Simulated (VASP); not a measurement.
Set up this calculation in VASP 6.6.1, as the native input.

* Task: single point
* Functional: r2SCAN
* Potentials or basis: VASP PAW PBE potentials, release 64 (K_sv, F)
* Cutoff: 660 eV
* k mesh: 8 × 8 × 8
* Occupations: gaussian, width 0.02 eV
* Spin: no spin polarisation
* Dipole correction: no
* Further INCAR settings: ALGO = Normal; EDIFF = 1e-06; NBANDS = 15

Crystal: KF.

```xyz
2
Lattice="3.3419 0.0000 0.0000 0.0000 3.3419 0.0000 0.0000 0.0000 3.3419" Properties=species:S:1:pos:R:3 pbc="T T T"
K     0.0000    0.0000    0.0000
F     1.6709    1.6709    1.6709
```

This cell differs from its parent crystal: strained.

The input as run:

POSCAR

```
KF
1.0
    3.3418628152      0.0000000000      0.0000000000
    0.0000000000      3.3418628152      0.0000000000
    0.0000000000      0.0000000000      3.3418628152
K F
1 1
Direct
    0.0000000000      0.0000000000      0.0000000000
    0.5000000000      0.5000000000      0.5000000000
```

INCAR.step1

```
SYSTEM = KF
PREC = Accurate
ENCUT = 660
ISMEAR = 0
SIGMA = 0.02
LREAL = .FALSE.
LASPH = .TRUE.
NELM = 120
NBANDS = 15
GGA = PE
ALGO = Normal
EDIFF = 1E-5
LWAVE = .TRUE.
LCHARG = .FALSE.
GGA_COMPAT = .FALSE.
```

INCAR.step2

```
SYSTEM = KF
PREC = Accurate
ENCUT = 660
EDIFF = 1E-6
ISMEAR = 0
SIGMA = 0.02
LREAL = .FALSE.
LASPH = .TRUE.
NELM = 120
ALGO = Normal
ISIF = 2
LWAVE = .FALSE.
LCHARG = .FALSE.
METAGGA = R2SCAN
LMIXTAU = .TRUE.
NBANDS = 15
ISTART = 1
GGA_COMPAT = .FALSE.
```

KPOINTS

```
Automatic mesh
0
G
  8 8 8
  0 0 0
```

Potentials or basis: VASP PAW PBE potentials, release 64 (K_sv, F).

Launch:

```sh
$ cat potpaw_PBE.64/K_sv/POTCAR potpaw_PBE.64/F/POTCAR > POTCAR
$ cp INCAR.step1 INCAR
$ mpirun -np 1 vasp_std > vasp.out
$ cp INCAR.step2 INCAR
$ mpirun -np 1 vasp_std > vasp.out
```

Results of the run:

```yaml
Pressure: -4.5 GPa
Band_gap_on_the_k_mesh: 6.64 eV (least direct gap 6.70 eV)
```

Caveat: the cell differs from its parent crystal (strained); the cell stands under tension; the PAW data sets were made with another functional, which shifts forces and pressure a little.

Run time: 2.3 min on 1 thread of Intel Xeon 8259CL, with other jobs on the host, peak memory 0.18 GiB.
